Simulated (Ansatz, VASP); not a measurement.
Au in VASP and in Ansatz

```
Au
1.0
     4.79345    0.00000    0.00000
    -2.39672    4.15125    0.00000
     0.00000    0.00000    2.73794
Au
3
Direct
  0.33335 0.00000 0.33333
  0.00000 0.33335 0.66667
  0.66665 0.66665 0.00000
```

Alike in both runs: functional PBE; k mesh 6 × 6 × 4; occupations gaussian, width 0.1 eV; no spin polarisation.

Ansatz relaxed the structure, and its values are those at the end. VASP's run is a single point on that final structure, the one shown.

```csv
,VASP,Ansatz
version,VASP 6.6.1,Ansatz 0.2.0
potentials or method,"VASP PAW PBE potentials, release 64 (Au), cutoff 520 eV","scalar-relativistic, plane waves, PAW"
valence electrons in the cell,33,57
```

```csv
,VASP,Ansatz,Ansatz less VASP
gap on the k mesh at the Fermi level (eV),none,none,-
pressure (GPa),-0.3,0.0,+0.24
```

A gap of «none» marks a metal or a gap that the smearing closes. VASP's potentials hold 33 valence electrons a cell and Ansatz's 57, so a difference there can come from the potentials and not from the codes.

The k mesh is coarse, so the values compare programs but aren't converged. Spin-orbit coupling is off throughout.
